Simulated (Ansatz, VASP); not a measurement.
CsBe3: VASP beside Ansatz

```xyz
4
Lattice="4.6326 0.0000 0.0000 0.0000 4.6326 0.0000 0.0000 0.0000 4.6326" Properties=species:S:1:pos:R:3 pbc="T T T"
Cs    0.0000    0.0000    0.0000
Be    0.0000    2.3163    2.3163
Be    2.3163    0.0000    2.3163
Be    2.3163    2.3163    0.0000
```

Alike in both runs: functional PBE; k mesh 10 × 10 × 10; occupations gaussian, width 0.1 eV; no spin polarisation.

Ansatz relaxed the structure, and its values are those at the end. VASP's run is a single point on that final structure, the one shown.

```csv
,VASP,Ansatz
version,VASP 6.6.1,Ansatz 0.2.0
potentials or method,"VASP PAW PBE potentials, release 64 (Cs_sv, Be), cutoff 520 eV","scalar-relativistic, plane waves, PAW"
valence electrons in the cell,15,15
```

|  | VASP | Ansatz | Ansatz less VASP |
| --- | --- | --- | --- |
| gap on the k mesh at the Fermi level (eV) | none | none | - |
| pressure (GPa) | 0.0 | 0.0 | -0.03 |

A gap of «none» marks a metal or a gap that the smearing closes.

Spin-orbit coupling is off throughout.
